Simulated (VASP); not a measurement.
A run of VASP 6.6.1:

The input INCAR:

```
SYSTEM = AlCu3
PREC = Accurate
ENCUT = 520
EDIFF = 1E-7
ISMEAR = 0
SIGMA = 0.1
LREAL = .FALSE.
LASPH = .TRUE.
NELM = 100
ALGO = Normal
ISIF = 2
LWAVE = .FALSE.
LCHARG = .FALSE.
GGA = CA
NBANDS = 46
```

KPOINTS

```
Automatic mesh
0
G
  6 6 4
  0 0 0
```

POSCAR

```
AlCu3
1.0
    5.1379173640      0.0000000000      0.0000000000
   -2.5689586820      4.4495669597      0.0000000000
    0.0000000000      0.0000000000      4.2061400600
Al Cu
2 6
Direct
    0.6666666700      0.3333333300      0.2500000000
    0.3333333300      0.6666666700      0.7500000000
    0.3310647100      0.1655323600      0.7500000000
    0.8344676400      0.1655323600      0.7500000000
    0.8344676400      0.6689352900      0.7500000000
    0.6689352900      0.8344676400      0.2500000000
    0.1655323600      0.8344676400      0.2500000000
    0.1655323600      0.3310647100      0.2500000000
```

Potentials or basis: VASP PAW LDA potentials, release 64 (Al, Cu).

Run with:

```console
$ cat potpaw_LDA.64/Al/POTCAR potpaw_LDA.64/Cu/POTCAR > POTCAR
$ mpirun -np 1 vasp_std > vasp.out
```

Hardware: 1 thread of Intel Xeon 8259CL, with other jobs on the host.

Problem. Estimate the wall time of this run.

Solution. Run time: 87 s on 1 thread of Intel Xeon 8259CL, on a shared host, peak memory 0.22 GiB. Counts: scf iterations 16, k points 21.
